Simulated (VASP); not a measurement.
**TaN: single point with r2SCAN**

TaN:

```
Ta N
1.0
     2.97629   -0.01292    0.07416
    -1.49933    2.48836   -0.18437
     0.07286   -0.16709    2.72432
Ta N
1 1
Direct
  0.32650 0.66208 0.49963
  0.00684 0.00459 0.00037
```

This cell differs from its parent crystal: atoms moved at random and the cell strained at random.

| Quantity | Value |
| --- | --- |
| Program | VASP 6.6.1 |
| Task | single point |
| Functional | r2SCAN |
| Potentials or basis | VASP PAW PBE potentials, release 64 (Ta_pv, N) |
| Cutoff | 520 eV |
| k mesh | 12 × 12 × 12 |
| Occupations | gaussian, width 0.15 eV |
| Spin | no spin polarisation |

```
Pressure               : 42.7 GPa
Largest force          : 1.526 eV/Å
Band gap on the k mesh : zero (bands 8 and 9 overlap by 0.30 eV)
```

Forces in eV/Å, atoms in the order of the input:
```
Ta   0.794  1.173  0.569
N   -0.794 -1.173 -0.569
```

Stress tensor (GPa, compression positive):
```
 14.19  -1.70 -16.20
 -1.70  41.95  42.49
-16.20  42.49  71.89
```

Levels at points of the mesh, in eV from the Fermi level:
```csv
k point,band 6,band 7,band 8,band 9,band 10,band 11
"(0.00, 0.00, 0.00)",-5.60,-4.53,-2.98,1.78,3.37,3.90
"(0.50, 0.00, 0.00)",-5.39,-3.99,-3.70,2.07,4.81,5.57
"(0.00, 0.50, 0.00)",-5.80,-4.16,-3.49,3.06,4.34,5.52
"(0.50, 0.50, 0.00)",-5.75,-4.11,-3.37,2.99,4.44,5.58
"(0.00, 0.00, 0.50)",-5.05,-4.58,-0.53,0.22,2.53,2.91
"(0.50, 0.00, 0.50)",-6.82,-6.74,-0.01,4.71,5.42,6.94
"(0.00, 0.50, 0.50)",-7.10,-6.77,0.10,5.00,5.47,6.95
"(0.50, 0.50, 0.50)",-6.71,-6.62,-0.27,4.93,5.34,6.78
```

Wall time 4.1 min on 1 thread of Intel(R) Xeon(R) 6975P-C (Granite Rapids), with other jobs on the host, peak memory 0.36 GiB.

Caveat: the cell differs from its parent crystal (atoms moved at random and the cell strained at random); the cell stands under pressure; the PAW data sets were made with another functional, which shifts forces and pressure a little; spin-orbit coupling is left out, which moves the levels of the heavy elements.
